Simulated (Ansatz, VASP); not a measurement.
# Two plane-wave programs on Ga4SbAs

```
CELL_PARAMETERS angstrom
0.00000 4.80295 4.80295
4.80295 0.00000 4.80295
4.80295 4.80295 0.00000
ATOMIC_POSITIONS crystal
Ga 0.90550 0.28349 0.90550
Ga 0.90550 0.90550 0.90550
Ga 0.28349 0.90550 0.90550
Ga 0.90550 0.90550 0.28349
Sb 0.75000 0.75000 0.75000
As 0.50000 0.50000 0.50000
```

Alike in both runs: task relaxation of cell and atoms; functional PBE; k mesh 8 × 8 × 8; occupations gaussian, width 0.1 eV; no spin polarisation.

```csv
,VASP,Ansatz
version,VASP 6.6.1,Ansatz 0.2.0
potentials or method,"VASP PAW PBE potentials, release 64 (Ga_d, Sb, As), cutoff 600 eV","scalar-relativistic, plane waves, PAW"
valence electrons in the cell,62,82
```

```tsv
	VASP	Ansatz	Ansatz less VASP
gap on the k mesh at the Fermi level, each at its own relaxed structure (eV)	none	none	-
relaxed volume (Å³/atom)	37.05	36.94	-0.110
relaxed length of the cell vector where the two differ most in proportion (Å)	6.800	6.793	-0.0067
```

A gap of «none» marks a metal or a gap that the smearing closes. VASP's potentials hold 62 valence electrons a cell and Ansatz's 82, so a difference there can come from the potentials and not from the codes.

Neither program's run includes spin-orbit coupling.
